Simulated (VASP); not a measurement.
Input of a VASP 6.6.1 run:

Contents of POSCAR:

```
Al2Te4Au
1.0
    0.0000000000      6.0703764143      0.0000002487
    6.0703764143      0.0000000000      0.0000002487
    3.0351884504      3.0351884504     -5.9375572011
Al Au Te
2 1 4
Direct
    0.5000000000      0.5000000000      0.0000000000
    0.7500000000      0.2500000000      0.5000000000
    0.0000000000      0.0000000000      0.0000000000
    0.3776990585      0.4047694360      0.7302320635
    0.5952305640      0.1079311220      0.2697679365
    0.8920688780      0.8649985005      0.7302320635
    0.1350014995      0.6223009415      0.2697679365
```

The input INCAR.step1:

```
SYSTEM = Al2Te4Au
PREC     = Accurate       ! precision mode
ENCUT    = 520            ! plane-wave cutoff, eV
ISMEAR   = -1             ! smearing method
SIGMA    = 0.1136         ! smearing width, eV
LREAL    = .FALSE.        ! projectors in reciprocal space
LASPH    = .TRUE.         ! aspherical terms in the spheres
NELM     = 80             ! most SCF steps
NBANDS   = 30             ! bands
GGA      = PE             ! functional
ALGO     = Normal         ! electronic algorithm
EDIFF    = 1E-4           ! SCF threshold, eV
LWAVE    = .TRUE.         ! write WAVECAR
LCHARG   = .FALSE.        ! write CHGCAR
```

INCAR.step2

```
SYSTEM = Al2Te4Au
PREC     = Accurate       ! precision mode
ENCUT    = 520            ! plane-wave cutoff, eV
EDIFF    = 1E-7           ! SCF threshold, eV
ISMEAR   = -1             ! smearing method
SIGMA    = 0.1136         ! smearing width, eV
LREAL    = .FALSE.        ! projectors in reciprocal space
LASPH    = .TRUE.         ! aspherical terms in the spheres
NELM     = 80             ! most SCF steps
ALGO     = Normal         ! electronic algorithm
ISIF     = 2              ! what is computed and relaxed
LWAVE    = .FALSE.        ! write WAVECAR
LCHARG   = .FALSE.        ! write CHGCAR
METAGGA  = R2SCAN         ! meta-GGA
LMIXTAU  = .TRUE.       
NBANDS   = 30             ! bands
ISTART   = 1
```

File KPOINTS:

```
Automatic mesh
0
G
  5 5 5
  0 0 0
```

Potentials or basis: VASP PAW PBE potentials, release 64 (Al, Au, Te).

The run is started by

```console
$ cat potpaw_PBE.64/Al/POTCAR potpaw_PBE.64/Au/POTCAR potpaw_PBE.64/Te/POTCAR > POTCAR
$ cp INCAR.step1 INCAR
$ mpirun -np 1 vasp_std > vasp.out
$ cp INCAR.step2 INCAR
$ mpirun -np 1 vasp_std > vasp.out
```

Q: Predict the band gap on the k mesh.

A: Zero (an odd number of electrons rules out a gap without spin polarisation).

Q: What does it give for the largest force?

A: 0.011 eV/Å.

Q: Estimate the pressure.

A: -0.1 GPa.

Forces in eV/Å, atoms in the order of the input:
```
Al   0.000  0.000  0.000
Al   0.000  0.000  0.000
Au   0.000  0.000  0.000
Te  -0.007 -0.006 -0.006
Te  -0.006  0.007  0.006
Te   0.007  0.006 -0.006
Te   0.006 -0.007  0.006
```

Caveat: the PAW data sets were made with another functional, which shifts forces and pressure a little; spin-orbit coupling is left out, which moves the levels of the heavy elements.
